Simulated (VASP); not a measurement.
# AlRu (Pm-3m) in VASP: a series of runs, part 2 of 3

VASP 6.6.1. The steps go on from the part before.

## Step 3: Single point, PBEsol-based global hybrid

Contents of POSCAR:

```
AlRu
1.0
    2.9595254619      0.0000000000      0.0000000000
    0.0000000000      2.9595254619      0.0000000000
    0.0000000000      0.0000000000      2.9595254619
Ru Al
1 1
Direct
    0.5000000000      0.5000000000      0.5000000000
    0.0000000000      0.0000000000      0.0000000000
```

Contents of INCAR.step1:

```
SYSTEM = AlRu
PREC = Accurate
ENCUT = 520
EDIFF = 1E-5
ISMEAR = -1
SIGMA = 0.05
LREAL = .False.
LASPH = .True.
NELM = 80
ALGO = Normal
ISIF = 2
LWAVE = .True.
LCHARG = .False.
NBANDS = 16
GGA = PE
```

Contents of INCAR.step2:

```
SYSTEM = AlRu
PREC = Accurate
ENCUT = 520
EDIFF = 1E-6
ISMEAR = -1
SIGMA = 0.05
LREAL = .False.
LASPH = .True.
NELM = 80
ALGO = Normal
ISIF = 2
LWAVE = .False.
LCHARG = .False.
GGA = PS
LHFCALC = .True.
AEXX = 0.25
PRECFOCK = Normal
NBANDS = 16
ISTART = 1
```

Contents of KPOINTS:

```
regular mesh
0
Gamma
  5 5 5
  0 0 0
```

Potentials or basis: VASP PAW PBE potentials, release 64 (Ru_pv, Al).

On the command line:

```bash
cat potpaw_PBE.64/Ru_pv/POTCAR potpaw_PBE.64/Al/POTCAR > POTCAR
cp INCAR.step1 INCAR
mpirun -np 1 vasp_std > vasp.out
cp INCAR.step2 INCAR
mpirun -np 1 vasp_std > vasp.out
```

OUTCAR:

```text
SYSTEM = AlRu
   PREC = Accurate
   ENCUT = 520
   EDIFF = 1E-6
   ISMEAR = -1
   LREAL = .False.
   LASPH = .True.
   NELM = 80
   ISIF = 2
   GGA = PS
   LHFCALC = .True.
   AEXX = 0.25
   PRECFOCK = Normal
   ISTART = 1

 ion  position               nearest neighbor table
   1  0.500  0.500  0.500-   2 2.56   2 2.56   2 2.56   2 2.56   2 2.56   2 2.56   2 2.56   2 2.56

   2  0.000  0.000  0.000-   1 2.56   1 2.56   1 2.56   1 2.56   1 2.56   1 2.56   1 2.56   1 2.56

  LATTYP: Found a simple cubic cell.
 ALAT       =     2.9595254619

  Lattice vectors:

 A1 = (   2.9595254619,   0.0000000000,   0.0000000000)
 A2 = (   0.0000000000,   2.9595254619,   0.0000000000)
 A3 = (   0.0000000000,   0.0000000000,   2.9595254619)

Analysis of symmetry for initial positions (statically):
=====================================================================
 Subroutine PRICEL returns:
 Original cell was already a primitive cell.

 Routine SETGRP: Setting up the symmetry group for a
 simple cubic supercell.

 Subroutine GETGRP returns: Found 48 space group operations
[... 9 lines left out ...]

 Routine SETGRP: Setting up the symmetry group for a
 simple cubic supercell.

 Subroutine GETGRP returns: Found 48 space group operations
[... 11 lines left out ...]
                                     Primitive cell

  volume of cell :      25.9219

  direct lattice vectors                    reciprocal lattice vectors
     2.959525462  0.000000000  0.000000000     0.337892008  0.000000000  0.000000000
     0.000000000  2.959525462  0.000000000     0.000000000  0.337892008  0.000000000
     0.000000000  0.000000000  2.959525462     0.000000000  0.000000000  0.337892008

  length of vectors
     2.959525462  2.959525462  2.959525462     0.337892008  0.337892008  0.337892008

  position of ions in fractional coordinates (direct lattice)
     0.500000000  0.500000000  0.500000000
     0.000000000  0.000000000  0.000000000

  ion indices of the primitive-cell ions
   primitive index   ion index
                 1           1
                 2           2

----------------------------------------------------------------------------------------

 KPOINTS: regular mesh

Automatic generation of k-mesh.
 Grid dimensions read from file:
 generate k-points for:    5    5    5

 Generating k-lattice:

  Cartesian coordinates                     Fractional coordinates (reciprocal lattice)
     0.067578402  0.000000000  0.000000000     0.200000000  0.000000000  0.000000000
     0.000000000  0.067578402  0.000000000     0.000000000  0.200000000  0.000000000
     0.000000000  0.000000000  0.067578402     0.000000000  0.000000000  0.200000000

  Length of vectors
     0.067578402  0.067578402  0.067578402

  Shift w.r.t. Gamma in fractional coordinates (k-lattice)
     0.000000000  0.000000000  0.000000000

 Subroutine IBZKPT returns following result:
 ===========================================

 Found     10 irreducible k-points:

 Following reciprocal coordinates:
            Coordinates               Weight
  0.000000  0.000000  0.000000      1.000000
  0.200000  0.000000  0.000000      6.000000
  0.400000  0.000000  0.000000      6.000000
  0.200000  0.200000  0.000000     12.000000
  0.400000  0.200000  0.000000     24.000000
  0.400000  0.400000  0.000000     12.000000
  0.200000  0.200000  0.200000      8.000000
  0.400000  0.200000  0.200000     24.000000
  0.400000  0.400000  0.200000     24.000000
  0.400000  0.400000  0.400000      8.000000
   k-points           NKPTS =     10   k-points in BZ     NKDIM =    125   number of bands    NBANDS=     16
   number of dos      NEDOS =    301   number of ions     NIONS =      2
   total plane-waves  NPLWV =  13824
   dimension x,y,z NGX =    24 NGY =   24 NGZ =   24
   dimension x,y,z NGXF=    48 NGYF=   48 NGZF=   48
   ions per type =               1   1
   NGX,Y,Z   is equivalent  to a cutoff of  13.48, 13.48, 13.48 a.u.
   NGXF,Y,Z  is equivalent  to a cutoff of  26.96, 26.96, 26.96 a.u.
 SYSTEM =  AlRu
   PREC   = accura    normal or accurate (medium, high low for compatibility)
   ISTART =      1    job   : 0-new  1-cont  2-samecut
   ICHARG =      0    charge: 1-file 2-atom 10-const
   ISPIN  =      1    spin polarized calculation?
   LNONCOLLINEAR =      F non collinear calculations
   LSORBIT =      F    spin-orbit coupling
   LASPH  =      T    aspherical Exc in radial PAW
   ENCUT  =  520.0 eV  38.22 Ry    6.18 a.u.   5.50  5.50  5.50*2*pi/ulx,y,z
   NELM   =     80;   NELMIN=  2; NELMDL=  0     # of ELM steps
   EDIFF  = 0.1E-05   stopping-criterion for ELM
   LREAL  =      F    real-space projection
   EDIFFG = 0.1E-04   stopping-criterion for IOM
   NSW    =      0    number of steps for IOM
   IBRION =     -1    ionic relax: 0-MD 1-quasi-New 2-CG
   NFREE  =      0    steps in history (QN), initial steepest desc. (CG)
   ISIF   =      2    stress and relaxation
   ISYM   =      3    0-nonsym 1-usesym 2-fastsym
   POTIM  = 0.5000    time-step for ionic-motion
   TEBEG  =    0.0;   TEEND  =   0.0 temperature during run
   PSTRESS=    0.0 pullay stress
   NELECT =      17.0000    total number of electrons
   NUPDOWN=      -1.0000    fix difference up-down
   EMIN   =  10.00;   EMAX   =-10.00  energy-range for DOS
   EFERMI =   0.00;   METHOD = LEGACY
   ISMEAR =    -1;   SIGMA  =   0.05  broadening in eV -4-tet -1-fermi 0-gaus
   EFERMI_NEDOS =   21; number of points for ismear=-14 and -15
   IALGO  =     38    algorithm
   IMIX   =      1    mixing-type and parameters
     AMIX     =   0.40;   BMIX     =  1.00
     AMIX_MAG =   1.60;   BMIX_MAG =  1.00
  volume/ion in A,a.u.               =      12.96        87.46
  Fermi-wavevector in a.u.,A,eV,Ry     =   1.422337  2.687826 27.525150  2.023041
  Thomas-Fermi vector in A             =   2.543051
   LORBIT       =      0    0 simple, 1 ext, 2 COOP (PROOUT), +10 PAW based schemes
   GGA     = PS    functional components
   LHFCALC =     T    Hartree Fock is set to
   PRECFOCK=normal    Normal, Fast or Accurate (Low or Medium for compatibility)
   ENCUT4O =  -1.0   cutoff for four orbital integrals eV
   NKREDX  =     1    reduce k-point grid by
   NKREDY  =     1    reduce k-point grid by
   NKREDZ  =     1    reduce k-point grid by
   AEXX    =    0.2500 exact exchange contribution
   HFSCREEN=    0.0000 screening length (either q_TF or 0.3 A-1)
   HFSCREENC=   0.0000 screening length for correlation (either q_TF or 0.3 A-1)
   ENCUTFOCK=  -1.0 apply spherical cutoff to Coloumb kernel
   IVDW    =     0    specifies the selected vdW correction
   LEPSILON=     F    determine dielectric tensor
   LRPA    =     F    only Hartree local field effects (RPA)
 non-spin polarized calculation
  energy-cutoff  :      520.00
  volume of cell :       25.92
 maximum number of plane-waves:       739
 NGX is ok and might be reduce to    24
  NGX = 18; NGY = 18; NGZ = 18

 number of electron      16.9999998 magnetization

 Free energy of the ion-electron system (eV)
  ---------------------------------------------------
  ext. energy  EPLUGINS =         0.00000000
  ---------------------------------------------------
  free energy    TOTEN  =       -18.72879925 eV

  energy without entropy =      -18.72214371  energy(sigma->0) =      -18.72547148

 E-fermi :  10.7612     XC(G=0): -10.0630

 val. band max:       10.6544040265   @ k =   0.4000   0.4000   0.2000
 cond. band min:      11.0184001005   @ k =   0.2000   0.0000   0.0000
 fundamental gap:      0.3639960739
 Fermi energy:        10.7612142899

 k-point     1 :       0.0000    0.0000    0.0000
  band No.  band energies     occupation
      1     -34.1960      2.00000
      2     -34.1960      2.00000
      3     -34.1960      2.00000
      4      -0.7156      2.00000
      5       6.0518      2.00000
      6       6.0518      2.00000
[... 8 lines left out ...]
     15      27.5383      0.00000
     16      28.3208      0.00000

 k-point     2 :       0.2000    0.0000    0.0000
  band No.  band energies     occupation
      1     -34.2963      2.00000
      2     -34.1872      2.00000
      3     -34.1872      2.00000
      4       0.1511      2.00000
      5       6.2570      2.00000
      6       6.3457      2.00000
[... 8 lines left out ...]
     15      27.5396      0.00000
     16      30.3313      0.00000
[... 121 lines left out ...]
      5       6.0090      2.00000
      6       6.3950      2.00000
[... 8 lines left out ...]
     15      25.0021      0.00000
     16      27.5392      0.00000

 k-point    10 :       0.4000    0.4000    0.4000
  band No.  band energies     occupation
      1     -34.4058      2.00000
      2     -34.4032      2.00000
      3     -34.4032      2.00000
      4       4.3599      2.00000
      5       5.0883      2.00000
      6       5.0883      2.00000
[... 8 lines left out ...]
     15      22.0761      0.00000
     16      27.5093      0.00000

------------------------ aborting loop because EDIFF is reached ----------------------------------------

  FORCE on cell =-STRESS in cart. coord.  units (eV):
  Direction    XX          YY          ZZ          XY          YZ          ZX
  --------------------------------------------------------------------------------------
  -------------------------------------------------------------------------------------
  Total       -0.1310015     -0.1310015     -0.1310015     -0.0000000     -0.0000000      0.0000000
  in kB       -8.0969345     -8.0969345     -8.0969345     -0.0000000     -0.0000000      0.0000000
  external PRESSURE =      -8.0969345 kB  Pullay stress =       0.0000000 kB

 VOLUME and BASIS-vectors are now :
 -----------------------------------------------------------------------------
  energy-cutoff  :      520.00
  volume of cell :       25.92
      direct lattice vectors                 reciprocal lattice vectors
     2.959525462  0.000000000  0.000000000     0.337892008  0.000000000  0.000000000
     0.000000000  2.959525462  0.000000000     0.000000000  0.337892008  0.000000000
     0.000000000  0.000000000  2.959525462     0.000000000  0.000000000  0.337892008

 POSITION                                       TOTAL-FORCE (eV/Angst)
 -----------------------------------------------------------------------------------
      1.47976      1.47976      1.47976         0.000000      0.000000      0.000000
      0.00000      0.00000      0.00000         0.000000      0.000000      0.000000
 -----------------------------------------------------------------------------------
    total drift:                               -0.000000     -0.000000     -0.000000

  FREE ENERGIE OF THE ION-ELECTRON SYSTEM (eV)
  ---------------------------------------------------
  free  energy   TOTEN  =       -18.7287992522 eV

  energy  without entropy=      -18.7221437057  energy(sigma->0) =      -18.72547148
```

It took 9.1 min on 1 thread of Intel Xeon 6975P-C, shared host; peak memory 0.16 GiB.

Results:

* Free energy: -18.7288 eV
* Pressure: -0.8 GPa

Caveat: the k points lie up to 0.42 Å⁻¹ apart; the PAW data sets were made with another functional, which shifts forces and pressure a little.

## Step 4: Single point, PBE-based screened hybrid

This run uses another cell than the first one, of 13.23 Å³/atom, 1.019 times its volume.

Contents of POSCAR:

```
AlRu
1.0
    2.9798061751      0.0000000000      0.0000000000
    0.0000000000      2.9798061751      0.0000000000
    0.0000000000      0.0000000000      2.9798061751
Ru Al
1 1
Direct
    0.5000000000      0.5000000000      0.5000000000
    0.0000000000      0.0000000000      0.0000000000
```

Contents of INCAR.step1:

```
SYSTEM = AlRu
PREC     = Accurate       ! precision mode
ENCUT    = 520            ! plane-wave cutoff, eV
EDIFF    = 1E-5           ! SCF threshold, eV
ISMEAR   = -1             ! smearing method
SIGMA    = 0.05           ! smearing width, eV
LREAL    = .FALSE.        ! projectors in reciprocal space
LASPH    = .TRUE.         ! aspherical terms in the spheres
NELM     = 80             ! most SCF steps
ALGO     = Normal         ! electronic algorithm
ISIF     = 2              ! what is computed and relaxed
LWAVE    = .TRUE.         ! write WAVECAR
GGA      = PE             ! functional
NBANDS   = 16             ! bands
```

Contents of INCAR.step2:

```
SYSTEM = AlRu
PREC     = Accurate       ! precision mode
ENCUT    = 520            ! plane-wave cutoff, eV
EDIFF    = 1E-7           ! SCF threshold, eV
ISMEAR   = -1             ! smearing method
SIGMA    = 0.05           ! smearing width, eV
LREAL    = .FALSE.        ! projectors in reciprocal space
LASPH    = .TRUE.         ! aspherical terms in the spheres
NELM     = 80             ! most SCF steps
ALGO     = Normal         ! electronic algorithm
ISIF     = 2              ! what is computed and relaxed
LWAVE    = .FALSE.        ! write WAVECAR
LCHARG   = .TRUE.         ! write CHGCAR
GGA      = PE             ! functional
LHFCALC  = .TRUE.         ! exact exchange
AEXX     = 0.25           ! exact-exchange fraction
HFSCREEN = 0.3            ! screening, 1/A
PRECFOCK = Normal       
LELF     = .TRUE.         ! ELF
LVHAR    = .TRUE.       
ISTART   = 1            
NBANDS   = 16             ! bands
```

Contents of KPOINTS:

```
Automatic mesh
0
G
  5 5 5
  0 0 0
```

On the command line:

```bash
cat potpaw_PBE.64/Ru_pv/POTCAR potpaw_PBE.64/Al/POTCAR > POTCAR
cp INCAR.step1 INCAR
mpirun -np 1 vasp_std > vasp.out
cp INCAR.step2 INCAR
mpirun -np 1 vasp_std > vasp.out
```

Run time: 10 min. Hardware: 1 thread of Intel Xeon 6975P-C, shared host; peak memory 0.25 GiB.

It converged, with:

```
Free energy : -16.0704 eV
Pressure    : 0.2 GPa
```

Levels at points of the mesh, in eV from the Fermi level:
```csv
k point,band 5,band 6,band 7,band 8,band 9,band 10,band 11,band 12,band 13,band 14
"(0.00, 0.00, 0.00)",-4.15,-4.15,-0.32,-0.32,-0.32,6.60,6.60,6.60,11.97,11.97
```

Caveat: the k points lie up to 0.42 Å⁻¹ apart; the PAW data sets were made with another functional, which shifts forces and pressure a little.

(Continued in part 3 of 3.)
